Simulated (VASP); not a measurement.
# Al36H in VASP: further runs, part 2 of 2

VASP 6.6.1.

## 3. Single point, PBE+D3(BJ)

INCAR reads:

```
SYSTEM = Al36H
ALGO     = Normal         ! electronic algorithm
DIPOL    = 0.5 0.5 0.378
EDIFF    = 1E-6           ! SCF threshold, eV
ENCUT    = 520            ! plane-wave cutoff, eV
GGA      = PE             ! functional
IDIPOL   = 3            
ISIF     = 2              ! what is computed and relaxed
ISMEAR   = 0              ! smearing method
IVDW     = 12             ! dispersion correction
LASPH    = .TRUE.         ! aspherical terms in the spheres
LCHARG   = .FALSE.        ! write CHGCAR
LDIPOL   = .TRUE.       
LREAL    = Auto         
LWAVE    = .FALSE.        ! write WAVECAR
NBANDS   = 78             ! bands
NELM     = 100            ! most SCF steps
PREC     = Accurate       ! precision mode
SIGMA    = 0.1            ! smearing width, eV
```

KPOINTS reads:

```
k-points
0
G
  6 6 1
  0 0 0
```

POSCAR reads:

```
Al36H
1.0
    5.6288445221      0.0000000000      0.0000000000
   -2.8144222610      4.8747223501      0.0000000000
    0.0000000000      0.0000000000     35.8073562139
Al H
36 1
Direct
    0.1666666667      0.3333333333      0.1117088895
    0.1666666667      0.8333333333      0.1117088895
    0.6666666667      0.3333333333      0.1117088895
    0.6666666667      0.8333333333      0.1117088895
    0.0000000000      0.0000000000      0.1762280837
    0.0000000000      0.5000000000      0.1762280837
    0.5000000000      0.0000000000      0.1762280837
    0.5000000000      0.5000000000      0.1762280837
    0.3333333333      0.1666666667      0.2407472780
    0.3333333333      0.6666666667      0.2407472780
    0.8333333333      0.1666666667      0.2407472780
    0.8333333333      0.6666666667      0.2407472780
    0.0000000000      0.0000000000      0.3052664723
    0.0000000000      0.5000000000      0.3052664723
    0.5000000000      0.0000000000      0.3052664723
    0.5000000000      0.5000000000      0.3052664723
    0.1666666667      0.3333333333      0.3692823671
    0.1666666667      0.8333333333      0.3692823671
    0.6666666667      0.3333333333      0.3692823671
    0.6666666667      0.8333333333      0.3692823671
    0.0000000000      0.0000000000      0.4332765596
    0.0000000000      0.5000000000      0.4332765596
    0.5000000000      0.0000000000      0.4332765596
    0.5000000000      0.5000000000      0.4332765596
    0.3333333333      0.1666666667      0.4981718464
    0.3333333333      0.6666666667      0.4981718464
    0.8333333333      0.1666666667      0.4981718464
    0.8333333333      0.6666666667      0.4981718464
    0.0000000000      0.0000000000      0.5626837009
    0.0000000000      0.5000000000      0.5626837009
    0.5000000000      0.0000000000      0.5626837009
    0.5000000000      0.5000000000      0.5626837009
    0.1666666667      0.3333333333      0.6285679423
    0.1666666667      0.8333333333      0.6285679423
    0.6666666667      0.3333333333      0.6285679423
    0.6666666667      0.8333333333      0.6285679423
    0.3333333333      0.6666666667      0.6983859982
```

Potentials or basis: VASP PAW PBE potentials, release 64 (Al, H).

On the command line:

```console
> cat potpaw_PBE.64/Al/POTCAR potpaw_PBE.64/H/POTCAR > POTCAR
> mpirun -np 1 vasp_std > vasp.out
```

OUTCAR:

```text
SYSTEM = Al36H
   EDIFF = 1E-6
   ENCUT = 520
   GGA = PE
   ISIF = 2
   ISMEAR = 0
   IVDW = 12
   LASPH = .TRUE.
   LREAL = Auto
   NELM = 100
   PREC = Accurate
 IVDW          = 12

 ion  position               nearest neighbor table
   1  0.167  0.333  0.112-   2 2.81   2 2.81   3 2.81   3 2.81   4 2.81   4 2.81   5 2.82   8 2.82
                             6 2.82
   2  0.167  0.833  0.112-   1 2.81   1 2.81   4 2.81   4 2.81   3 2.81   3 2.81   6 2.82   7 2.82
                             5 2.82
   3  0.667  0.333  0.112-   4 2.81   4 2.81   1 2.81   1 2.81   2 2.81   2 2.81   7 2.82   6 2.82
                             8 2.82
   4  0.667  0.833  0.112-   3 2.81   3 2.81   2 2.81   2 2.81   1 2.81   1 2.81   8 2.82   5 2.82
                             7 2.82
   5  0.000  0.000  0.176-   6 2.81   6 2.81   7 2.81   7 2.81   8 2.81   8 2.81   1 2.82   4 2.82
                             2 2.82  12 2.82   9 2.82  11 2.82
   6  0.000  0.500  0.176-   5 2.81   5 2.81   8 2.81   8 2.81   7 2.81   7 2.81   2 2.82   3 2.82
                             1 2.82  11 2.82  10 2.82  12 2.82
   7  0.500  0.000  0.176-   8 2.81   8 2.81   5 2.81   5 2.81   6 2.81   6 2.81   3 2.82   2 2.82
                             4 2.82  10 2.82  11 2.82   9 2.82
   8  0.500  0.500  0.176-   7 2.81   7 2.81   6 2.81   6 2.81   5 2.81   5 2.81   4 2.82   1 2.82
                             3 2.82   9 2.82  12 2.82  10 2.82
   9  0.333  0.167  0.241-  10 2.81  10 2.81  11 2.81  11 2.81  12 2.81  12 2.81  16 2.82   8 2.82
[... 40 lines left out ...]
                            27 2.82  33 2.86  36 2.86  34 2.86
  30  0.000  0.500  0.563-  29 2.81  29 2.81  32 2.81  32 2.81  31 2.81  31 2.81  27 2.82  26 2.82
                            28 2.82  34 2.86  35 2.86  33 2.86
  31  0.500  0.000  0.563-  32 2.81  32 2.81  29 2.81  29 2.81  30 2.81  30 2.81  26 2.82  27 2.82
                            25 2.82  35 2.86  34 2.86  36 2.86
  32  0.500  0.500  0.563-  31 2.81  31 2.81  30 2.81  30 2.81  29 2.81  29 2.81  25 2.82  28 2.82
                            26 2.82  36 2.86  33 2.86  35 2.86
  33  0.167  0.333  0.629-  34 2.81  34 2.81  35 2.81  35 2.81  36 2.81  36 2.81  29 2.86  32 2.86
                            30 2.86
  34  0.167  0.833  0.629-  33 2.81  33 2.81  36 2.81  36 2.81  35 2.81  35 2.81  30 2.86  31 2.86
                            29 2.86
  35  0.667  0.333  0.629-  36 2.81  36 2.81  33 2.81  33 2.81  34 2.81  34 2.81  31 2.86  30 2.86
                            32 2.86
  36  0.667  0.833  0.629-  35 2.81  35 2.81  34 2.81  34 2.81  33 2.81  33 2.81  32 2.86  29 2.86
                            31 2.86
[... 236 lines left out ...]
  ---------------------------------------------------
  ext. energy  EPLUGINS =         0.00000000
  ---------------------------------------------------
  free energy    TOTEN  =      -133.02475139 eV

  energy without entropy =     -132.94099245  energy(sigma->0) =     -132.98287192

 E-fermi :   2.9209     XC(G=0):  -6.6425

 val. band max:        2.9121820284   @ k =   0.1667   0.0000   0.0000
 cond. band min:       2.9490966760   @ k =   0.1667   0.1667   0.0000
 fundamental gap:      0.0369146476
 Fermi energy:         2.9208937871

 k-point     1 :       0.0000    0.0000    0.0000
  band No.  band energies     occupation
      1      -8.3882      2.00000
      2      -8.1236      2.00000
      3      -7.7382      2.00000
      4      -7.1860      2.00000
      5      -6.5073      2.00000
      6      -5.6937      2.00000
[... 472 lines left out ...]
     65       5.5267      0.00000
     66       5.5295      0.00000
 [bands above 66 left out]

------------------------ aborting loop because EDIFF is reached ----------------------------------------

 vacuum level on the upper side and lower side of the slab       (xc-potential included)         0.572        -0.938

 Edisp (eV)  -11.28025

 E8    (eV) :    -5.1097

  FORCE on cell =-STRESS in cart. coord.  units (eV):
  Direction    XX          YY          ZZ          XY          YZ          ZX
  --------------------------------------------------------------------------------------
  -------------------------------------------------------------------------------------
  Total      -4.12587    -4.12587    -2.30023    -0.00000     0.00000    -0.00000
  in kB      -6.72798    -6.72798    -3.75095    -0.00000     0.00000    -0.00000
  external pressure =       -5.74 kB  Pullay stress =        0.00 kB

 VOLUME and BASIS-vectors are now :
 -----------------------------------------------------------------------------
  energy-cutoff  :      520.00
  volume of cell :      982.52
      direct lattice vectors                 reciprocal lattice vectors
     5.628844522  0.000000000  0.000000000     0.177656355  0.102569944  0.000000000
    -2.814422261  4.874722350  0.000000000     0.000000000  0.205139889  0.000000000
     0.000000000  0.000000000 35.807356214     0.000000000  0.000000000  0.027927222

 POSITION                                       TOTAL-FORCE (eV/Angst)
 -----------------------------------------------------------------------------------
      0.00000      1.62491      4.00000         0.000000      0.026732     -0.109218
     -1.40721      4.06227      4.00000         0.023151     -0.013366     -0.109218
      2.81442      1.62491      4.00000        -0.000000      0.000000     -0.112253
      1.40721      4.06227      4.00000        -0.023151     -0.013366     -0.109218
      0.00000      0.00000      6.31026        -0.000000      0.000000      0.118464
     -1.40721      2.43736      6.31026         0.042845      0.024737      0.116722
[... 29 lines left out ...]
      1.40721      4.06227     22.50736        -0.048067     -0.027752      0.416116
     -0.00000      3.24981     25.00736        -0.000000      0.000000     -1.261045
 -----------------------------------------------------------------------------------
    total drift:                                0.000001     -0.000000     -0.055078

  FREE ENERGIE OF THE ION-ELECTRON SYSTEM (eV)
  ---------------------------------------------------
  free  energy   TOTEN  =      -144.3050031371 eV

  energy  without entropy=     -144.2212441993  energy(sigma->0) =     -144.26312367

 vacuum level on the upper side and lower side of the slab         8.375         6.846
```

OSZICAR:

```text
N       E                     dE             d eps       ncg     rms          rms(c)
DAV:   1     0.302926945216E+03    0.30293E+03   -0.36193E+04  1092   0.106E+03
DAV:   2    -0.109114503318E+03   -0.41204E+03   -0.38628E+03  1370   0.172E+02
DAV:   3    -0.135150352361E+03   -0.26036E+02   -0.24844E+02  1488   0.392E+01
[... 25 lines left out ...]
DAV:  29    -0.133024735857E+03   -0.85622E-05   -0.27137E-06   980   0.487E-03    0.364E-03
DAV:  30    -0.133024741102E+03   -0.52453E-05   -0.59144E-07   808   0.260E-03    0.191E-03
DAV:  31    -0.133024743763E+03   -0.26611E-05   -0.22189E-07   730   0.162E-03    0.314E-03
DAV:  32    -0.133024750727E+03   -0.69640E-05   -0.46025E-07   830   0.144E-03    0.270E-03
DAV:  33    -0.133024751386E+03   -0.65867E-06   -0.10269E-07   800   0.994E-04
   1 F= -.14430500E+03 E0= -.14426312E+03  d E =-.837589E-01
```

stdout:

```text
POSCAR found type information on POSCAR AlH
 POSCAR found :  2 types and      37 ions
 scaLAPACK will be used
 LDA part: xc-table for (Slater+PW92), standard interpolation
 POSCAR, INCAR and KPOINTS ok, starting setup
 FFT: planning ... GRIDC
 FFT: planning ... GRID_SOFT
 FFT: planning ... GRID
 WAVECAR not read
 entering main loop
```

Run time: 20 min. Hardware: 1 thread of Intel Xeon 6975P-C (Granite Rapids), shared host; peak memory 1 GiB.

What came out:

```
Free energy                : -144.3050 eV
Largest force              : 1.261 eV/Å
Band gap on the k mesh     : zero (an odd number of electrons rules out a gap without spin polarisation)
Dispersion energy per atom : -0.305 eV
```

Forces on the atoms (eV/Å):
```
Al   0.000  0.027 -0.109
Al   0.023 -0.013 -0.109
Al   0.000  0.000 -0.112
Al  -0.023 -0.013 -0.109
Al   0.000  0.000  0.118
Al   0.043  0.025  0.117
Al   0.000 -0.049  0.117
Al  -0.043  0.025  0.117
Al   0.007  0.004 -0.022
Al   0.000  0.000 -0.035
Al  -0.007  0.004 -0.022
Al   0.000 -0.008 -0.022
Al   0.000  0.000 -0.011
Al   0.038  0.022  0.027
Al   0.000 -0.044  0.027
Al  -0.038  0.022  0.027
Al   0.000  0.027  0.012
Al   0.023 -0.013  0.012
Al   0.000  0.000 -0.037
Al  -0.023 -0.013  0.012
Al   0.000  0.000  0.002
Al   0.025  0.014  0.032
Al   0.000 -0.029  0.032
Al  -0.025  0.014  0.032
Al  -0.005 -0.003 -0.002
Al   0.000  0.000 -0.081
Al   0.005 -0.003 -0.002
Al   0.000  0.006 -0.002
Al   0.000  0.000 -0.042
Al  -0.007 -0.004  0.016
Al   0.000  0.008  0.016
Al   0.007 -0.004  0.016
Al   0.000  0.056  0.416
Al   0.048 -0.028  0.416
Al   0.000  0.000  0.003
Al  -0.048 -0.028  0.416
H    0.000  0.000 -1.261
```

Levels at points of the mesh, in eV from the Fermi level:
| k point | band 52 | band 53 | band 54 | band 55 | band 56 | band 57 | band 58 | band 59 |
| --- | --- | --- | --- | --- | --- | --- | --- | --- |
| (0.00, 0.00, 0.00) | -1.28 | -1.28 | -1.25 | -0.63 | -0.55 | -0.55 | -0.52 | -0.46 |
| (0.50, 0.00, 0.00) | -0.14 | -0.11 | -0.08 | -0.03 | 0.27 | 0.43 | 0.44 | 0.54 |

The gap in the log of VASP goes by the Fermi energy; the results here count the filled bands.